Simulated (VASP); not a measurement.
A run of VASP 6.6.1:

File INCAR:

```
ALGO = Normal
EDIFF = 1E-8
ENCUT = 600
GGA = PE
GGA_COMPAT = F
IBRION = 8
ISIF = 2
ISMEAR = 0
LASPH = T
LCHARG = F
LEPSILON = T
LREAL = F
LWAVE = F
NBANDS = 37
NELM = 120
NSW = 1
PREC = Accurate
SIGMA = 0.01
```

The input KPOINTS:

```
k-points
0
Gamma
  6 6 6
```

The input POSCAR:

```
Cu2O
1.0
    4.2982410513      0.0000000000      0.0000000000
    0.0000000000      4.2982410513      0.0000000000
    0.0000000000      0.0000000000      4.2982410513
Cu O
4 2
Direct
    0.2500000000      0.2500000000      0.2500000000
    0.2500000000      0.7500000000      0.7500000000
    0.7500000000      0.7500000000      0.2500000000
    0.7500000000      0.2500000000      0.7500000000
    0.0000000000      0.0000000000      0.0000000000
    0.5000000000      0.5000000000      0.5000000000
```

Potentials or basis: VASP PAW PBE potentials, release 64 (Cu, O).

Command:

```sh
$ cat potpaw_PBE.64/Cu/POTCAR potpaw_PBE.64/O/POTCAR > POTCAR
$ mpirun -np 1 vasp_std > vasp.out
```

Hardware: 1 thread of Intel(R) Xeon(R) 6975P-C (Granite Rapids), with other jobs on the host.

Question: How long does it take, and how much memory?

Answer: Run time: 10 min on 1 thread of Intel(R) Xeon(R) 6975P-C (Granite Rapids), with other jobs on the host, peak memory 0.63 GiB. Counts: scf iterations 181, k points 20.
